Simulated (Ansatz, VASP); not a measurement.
**Two plane-wave programs on Zr**

File INCAR:

```
SYSTEM = Zr
  PREC = Accurate
  ENCUT = 520
  EDIFF = 1E-6
  ISMEAR = -1
  SIGMA = 0.1
  LREAL = .False.
  LASPH = .True.
  NELM = 100
  ALGO = Normal
  ISIF = 2
  LWAVE = .False.
  LCHARG = .True.
  GGA = RP
  LELF = .True.
  LVHAR = .True.
  NBANDS = 12
```

Contents of KPOINTS:

```
Automatic mesh
0
Gamma
  13 13 13
  0 0 0
```

POSCAR

```
Zr
1.0
    0.0000000000      2.2527763630      2.2527763630
    2.2527763630      0.0000000000      2.2527763630
    2.2527763630      2.2527763630      0.0000000000
Zr
1
Direct
    0.0000000000      0.0000000000      0.0000000000
```

Input for Ansatz:

```yaml
crystal:
  lattice:
    - [0.0, 2.252776363, 2.252776363]
    - [2.252776363, 0.0, 2.252776363]
    - [2.252776363, 2.252776363, 0.0]
  atoms:
    - { symbol: Zr, position: [0.0, 0.0, 0.0] }
hamiltonian:
  xc: rpbe
  pseudopotentials:
    kind: paw
    azcp:
      Zr: "pseudopotentials/Zr.paw.azcp"
basis:
  ecutwfc: 420
  fft_grid_basis: typed
kpoints:
  mp_grid: { grid: [13, 13, 13], shift: [0, 0, 0] }
magnetization:
  spin_polarized: false
scf:
  occupations: { method: fermi_dirac, width: 0.1 }
  lower_state_search: "off"
output:
  stress: true
```

Alike in both runs: task single point; functional RPBE; k mesh 13 × 13 × 13; occupations fermi-dirac, width 0.1 eV; no spin polarisation.

|  | VASP | Ansatz |
| --- | --- | --- |
| version | VASP 6.6.1 | Ansatz 0.2.0 |
| potentials or method | VASP PAW PBE potentials, release 64 (Zr_sv), cutoff 520 eV | plane waves (420 eV) with PAW, scalar-relativistic |
| valence electrons in the cell | 12 | 12 |

|  | VASP | Ansatz | Ansatz less VASP |
| --- | --- | --- | --- |
| pressure (GPa) | 3.8 | 3.8 | 0.00 |

VASP's potentials were made for PBE, not for RPBE. The functional is the same, so the differences come from potentials, cutoffs and numerics.
